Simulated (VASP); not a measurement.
# NaCl (Pm-3m) in VASP: a series of runs, part 2 of 2

VASP 6.6.1. Earlier steps stand in the parts before.

## (3) Single point, PBEsol

This run uses another cell than the first one, of 19.52 Å³/atom, 1.120 times its volume.

Input file INCAR:

```
SYSTEM = NaCl
PREC = Accurate
ENCUT = 520
EDIFF = 1E-6
ISMEAR = 0
SIGMA = 0.05
LREAL = .False.
LASPH = .True.
NELM = 80
ALGO = Normal
ISIF = 2
LWAVE = .False.
LCHARG = .False.
GGA = PS
NBANDS = 14
```

Input file KPOINTS:

```
regular mesh
0
Gamma
  10 10 10
  0 0 0
```

Input file POSCAR:

```
NaCl
1.0
    3.3922950683      0.0000000000      0.0000000000
    0.0000000000      3.3922950683      0.0000000000
    0.0000000000      0.0000000000      3.3922950683
Na Cl
1 1
Direct
    0.0000000000      0.0000000000      0.0000000000
    0.5000000000      0.5000000000      0.5000000000
```

Potentials or basis: VASP PAW PBE potentials, release 64 (Na_pv, Cl).

Launch:

```console
$ cat potpaw_PBE.64/Na_pv/POTCAR potpaw_PBE.64/Cl/POTCAR > POTCAR
$ mpirun -np 1 vasp_std > vasp.out
```

OUTCAR:

```text
SYSTEM = NaCl
   PREC = Accurate
   ENCUT = 520
   EDIFF = 1E-6
   ISMEAR = 0
   LREAL = .False.
   LASPH = .True.
   NELM = 80
   ISIF = 2
   GGA = PS

 ion  position               nearest neighbor table
   1  0.000  0.000  0.000-
   2  0.500  0.500  0.500-

  LATTYP: Found a simple cubic cell.
 ALAT       =     3.3922950683

  Lattice vectors:

 A1 = (   3.3922950683,   0.0000000000,   0.0000000000)
 A2 = (   0.0000000000,   3.3922950683,   0.0000000000)
 A3 = (   0.0000000000,   0.0000000000,   3.3922950683)

Analysis of symmetry for initial positions (statically):
=====================================================================
 Subroutine PRICEL returns:
 Original cell was already a primitive cell.

 Routine SETGRP: Setting up the symmetry group for a
 simple cubic supercell.

 Subroutine GETGRP returns: Found 48 space group operations
 (whereof 48 operations were pure point group operations)
 out of a pool of 48 trial point group operations.

The static configuration has the point symmetry O_h .

Analysis of symmetry for dynamics (positions and initial velocities):
[... 167 lines left out ...]
 k-point     1 :       0.0000    0.0000    0.0000
  band No.  band energies     occupation
      1     -20.7356      2.00000
      2     -20.7356      2.00000
      3     -20.7356      2.00000
      4     -12.6572      2.00000
      5       0.4916      2.00000
      6       0.4916      2.00000
      7       0.4916      2.00000
      8       5.2388      0.00000
      9       9.3600      0.00000
     10       9.3600      0.00000
     11      17.3251      0.00000
     12      17.3251      0.00000
     13      17.3251      0.00000
     14      17.5649      0.00000
[... 377 lines left out ...]
      1     -20.7743      2.00000
      2     -20.7373      2.00000
      3     -20.7362      2.00000
      4     -12.2896      2.00000
      5      -1.4772      2.00000
      6       0.3335      2.00000
      7       0.4204      2.00000
      8       7.5497      0.00000
      9      10.6171      0.00000
     10      10.6485      0.00000
     11      13.1001      0.00000
     12      13.7980      0.00000
     13      15.9406      0.00000
     14      17.5634      0.00000

 [... further k-points ...]
[... 5 lines left out ...]
  --------------------------------------------------------------------------------------
  -------------------------------------------------------------------------------------
  Total        0.3782111      0.3782111      0.3782111     -0.0000000      0.0000000      0.0000000
  in kB       15.5225821     15.5225821     15.5225821     -0.0000000      0.0000000      0.0000000
  external PRESSURE =      15.5225821 kB  Pullay stress =       0.0000000 kB

 VOLUME and BASIS-vectors are now :
 -----------------------------------------------------------------------------
  energy-cutoff  :      520.00
  volume of cell :       39.04
      direct lattice vectors                 reciprocal lattice vectors
     3.392295068  0.000000000  0.000000000     0.294785678  0.000000000  0.000000000
     0.000000000  3.392295068  0.000000000     0.000000000  0.294785678  0.000000000
     0.000000000  0.000000000  3.392295068     0.000000000  0.000000000  0.294785678

 POSITION                                       TOTAL-FORCE (eV/Angst)
 -----------------------------------------------------------------------------------
      0.00000      0.00000      0.00000         0.000000      0.000000      0.000000
      1.69615      1.69615      1.69615         0.000000      0.000000      0.000000
 -----------------------------------------------------------------------------------
    total drift:                               -0.000000      0.000000      0.000000

  FREE ENERGIE OF THE ION-ELECTRON SYSTEM (eV)
  ---------------------------------------------------
  free  energy   TOTEN  =        -6.7211259608 eV

  energy  without entropy=       -6.7211259608  energy(sigma->0) =       -6.72112596
```

stdout:

```text
POSCAR found type information on POSCAR NaCl
 POSCAR found :  2 types and       2 ions
 scaLAPACK will be used
 -----------------------------------------------------------------------------
|                                                                             |
|                                                                             |
|     You enforced a specific xc type in the INCAR file but a different       |
|     I HOPE YOU KNOW WHAT YOU ARE DOING!                                     |
|                                                                             |
 -----------------------------------------------------------------------------

 LDA part: xc-table for (Slater+PW92), standard interpolation
 POSCAR, INCAR and KPOINTS ok, starting setup
 FFT: planning ... GRIDC
 FFT: planning ... GRID_SOFT
 FFT: planning ... GRID
 WAVECAR not read
 entering main loop
```

Wall time 11 s (1 thread of Intel Xeon 6975P-C (Granite Rapids), shared host); peak memory 0.16 GiB.

What came out:

```
Free energy            : -6.7211 eV
Pressure               : 1.6 GPa
Band gap on the k mesh : 4.16 eV, indirect (least direct gap 4.75 eV)
```

Caveat: the PAW data sets were made with another functional, which shifts forces and pressure a little.

## (4) Single point, PBEsol (volume scaled by 0.960)

Input file INCAR:

```
PREC     = Accurate       # precision mode
ENCUT    = 520            # plane-wave cutoff, eV
EDIFF    = 1E-7           # SCF threshold, eV
ISMEAR   = 0              # smearing method
SIGMA    = 0.05           # smearing width, eV
LREAL    = False          # projectors in reciprocal space
LASPH    = True           # aspherical terms in the spheres
NELM     = 80             # most SCF steps
ALGO     = Normal         # electronic algorithm
ISIF     = 2              # what is computed and relaxed
LWAVE    = False          # write WAVECAR
LCHARG   = False          # write CHGCAR
GGA      = PS             # functional
NBANDS   = 14             # bands
```

Input file KPOINTS:

```
regular mesh
0
Gamma
  10 10 10
```

Input file POSCAR:

```
NaCl
1.0
    3.4009553048      0.0000000000      0.0000000000
    0.0000000000      3.4009553048      0.0000000000
    0.0000000000      0.0000000000      3.4009553048
Na Cl
1 1
Direct
    0.0000000000      0.0000000000      0.0000000000
    0.5000000000      0.5000000000      0.5000000000
```

Launch:

```console
$ cat potpaw_PBE.64/Na_pv/POTCAR potpaw_PBE.64/Cl/POTCAR > POTCAR
$ mpirun -np 1 vasp_std > vasp.out
```

Run time: 12 s. Hardware: 1 thread of Intel Xeon 6975P-C (Granite Rapids), shared host; peak memory 0.16 GiB.

Results (log left out):

| Property | Result |
| --- | --- |
| Free energy | -6.7239 eV |
| Pressure | 1.3 GPa |
| Band gap on the k mesh | 4.13 eV, indirect (least direct gap 4.71 eV) |

Levels at points of the mesh, in eV from the valence-band top:
```
           k point  band 3  band 4  band 5  band 6  band 7  band 8  band 9  band 10  band 11  band 12
(0.00, 0.00, 0.00)  -21.82  -13.70   -0.58   -0.58   -0.58    4.13    8.30     8.30    16.22    16.22
(0.50, 0.00, 0.00)  -21.81  -13.24   -3.42   -0.31   -0.31    7.02    9.09    10.33    11.97    11.97
(0.50, 0.50, 0.00)  -21.81  -12.91   -2.64   -2.64    0.00    5.39    9.91    11.45    11.45    12.65
(0.50, 0.50, 0.50)  -21.85  -12.56   -2.17   -2.17   -2.17    6.95    6.95     6.95    12.35    16.59
```

Caveat: the cell differs from its parent crystal (volume scaled by 0.960); the PAW data sets were made with another functional, which shifts forces and pressure a little. A k mesh can miss the band edges.

## (5) The runs side by side

| cell | gap on the mesh (eV) | pressure (GPa) |
| --- | --- | --- |
| a = 3.267 Å, 2 atoms | 4.63 | 6.8 |
| a = 3.392 Å, 2 atoms | 4.16 | 1.6 |
| a = 3.401 Å, 2 atoms | 4.13 | 1.3 |

Alike in all rows: task single point; level PBEsol; potentials or basis VASP PAW PBE potentials, release 64 (Na_pv, Cl); no spin polarisation; k mesh 10 × 10 × 10; cutoff (eV) 520; smearing gaussian 0.05 eV.

Caveats: the PAW data sets were made with another functional, which shifts forces and pressure a little.

Absolute energies hang on the potentials; compare differences alone.
